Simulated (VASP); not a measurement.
Write the native input for VASP 6.6.1 that does the following.

| Quantity | Value |
| --- | --- |
| Task | single point |
| Functional | PBEsol |
| Potentials or basis | VASP PAW PBE potentials, release 64 (Si) |
| Cutoff | 520 eV |
| k mesh | 6 × 9 × 3 |
| Occupations | gaussian, width 0.05 eV |
| Spin | no spin polarisation |
| Dipole correction | no |
| Further INCAR settings | ALGO = Fast; EDIFF = 1e-07; NBANDS = 36 |

The structure of Si lies in POSCAR:

```
Si
1.0
    5.4328540087      0.0000000000      0.0000000000
    0.0000000000      2.7164270044     -2.7164270044
    2.0373202533      8.8283877642      7.4701742620
Si
12
Direct
    0.4062562500     -0.0624958333      0.2499833333
   -0.1562437500      0.3958375000      0.4166500000
    0.2812562500     -0.1458291667      0.5833166667
   -0.2812437500      0.3125041667      0.7499833333
    0.1562562500     -0.2291625000      0.9166500000
   -0.0312437500      0.4791708333      0.0833166667
    0.5937562500     -0.1041625000      0.4166500000
    0.0312562500      0.3541708333      0.5833166667
    0.4687562500     -0.1874958333      0.7499833333
   -0.0937437500      0.2708375000      0.9166500000
    0.7187562500     -0.0208291667      0.0833166667
    0.1562562500      0.4375041667      0.2499833333
```

This cell differs from its parent crystal: the part above a cut slid along it.

These files were run (other wordings do the same):

INCAR

```
ALGO = Fast
EDIFF = 1E-7
ENCUT = 520
GGA = PS
ISIF = 2
ISMEAR = 0
LASPH = T
LCHARG = F
LREAL = F
LWAVE = F
NBANDS = 36
NELM = 60
PREC = Accurate
SIGMA = 0.05
```

KPOINTS

```
k-points
0
Gamma
  6 9 3
```

Potentials or basis: VASP PAW PBE potentials, release 64 (Si).

Run with:

```console
$ cat potpaw_PBE.64/Si/POTCAR > POTCAR
$ mpirun -np 1 vasp_std > vasp.out
```

Results of the run:

The pressure is 2.5 GPa. The largest force is 3.790 eV/Å and the band gap on the k mesh is zero (bands 24 and 25 overlap by 0.23 eV).

Caveat: the cell differs from its parent crystal (the part above a cut slid along it); semilocal functionals underestimate gaps, and a narrow one can read as zero; the PAW data sets were made with another functional, which shifts forces and pressure a little.

It took 18 min on 1 thread of Oxide Virtual Turin-like Processor (shared host), peak memory 0.58 GiB.
